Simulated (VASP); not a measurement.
Set up this calculation in VASP 6.6.1, as the native input.

* Task: single point
* Functional: PBEsol
* Potentials or basis: VASP PAW PBE potentials, release 64 (Ba_sv, O, Ti_sv)
* Cutoff: 600 eV
* k mesh: 4 × 4 × 6
* Occupations: gaussian, width 0.1 eV
* Spin: no spin polarisation
* Dipole correction: no
* Further INCAR settings: ALGO = Normal; EDIFF = 1e-06; NBANDS = 28

The structure of BaTiO3 (a.eA) lies in POSCAR:

```
BaTiO3
1.0
    4.1581192492      0.0000000000      0.0000000000
    0.0000000000      4.1581192492      0.0000000000
    0.0000000000      0.0000000000      3.8259745516
Ba O Ti
1 3 1
Direct
    0.0000000000      0.0000000000      0.0000000000
    0.5000000000      0.5000000000      0.0000000000
    0.0000000000      0.5000000000      0.5000000000
    0.5000000000      0.0000000000      0.5000000000
    0.5000000000      0.5000000000      0.5000000000
```

The input as run:

INCAR

```
SYSTEM = BaTiO3
ALGO     = Normal         ! electronic algorithm
EDIFF    = 1E-6           ! SCF threshold, eV
ENCUT    = 600            ! plane-wave cutoff, eV
GGA      = PS             ! functional
GGA_COMPAT= .False.      
ISIF     = 2              ! what is computed and relaxed
ISMEAR   = 0              ! smearing method
LASPH    = .True.         ! aspherical terms in the spheres
LCHARG   = .False.        ! write CHGCAR
LREAL    = .False.        ! projectors in reciprocal space
LWAVE    = .False.        ! write WAVECAR
NBANDS   = 28             ! bands
NELM     = 120            ! most SCF steps
PREC     = Accurate       ! precision mode
SIGMA    = 0.1            ! smearing width, eV
```

KPOINTS

```
k-points
0
Gamma
  4 4 6
  0 0 0
```

Potentials or basis: VASP PAW PBE potentials, release 64 (Ba_sv, O, Ti_sv).

Run with:

```sh
$ cat potpaw_PBE.64/Ba_sv/POTCAR potpaw_PBE.64/O/POTCAR potpaw_PBE.64/Ti_sv/POTCAR > POTCAR
$ mpirun -np 1 vasp_std > vasp.out
```

Results of the run:

The pressure is -5.8 GPa and the band gap on the k mesh is 1.46 eV, indirect (least direct gap 1.64 eV).

Caveat: the PAW data sets were made with another functional, which shifts forces and pressure a little; spin-orbit coupling is left out, which moves the levels of the heavy elements.

Wall time 61 s on 1 thread of Intel(R) Xeon(R) Platinum 8259CL CPU @ 2.50GHz (Skylake/Cascade Lake), on a shared host, peak memory 0.23 GiB.
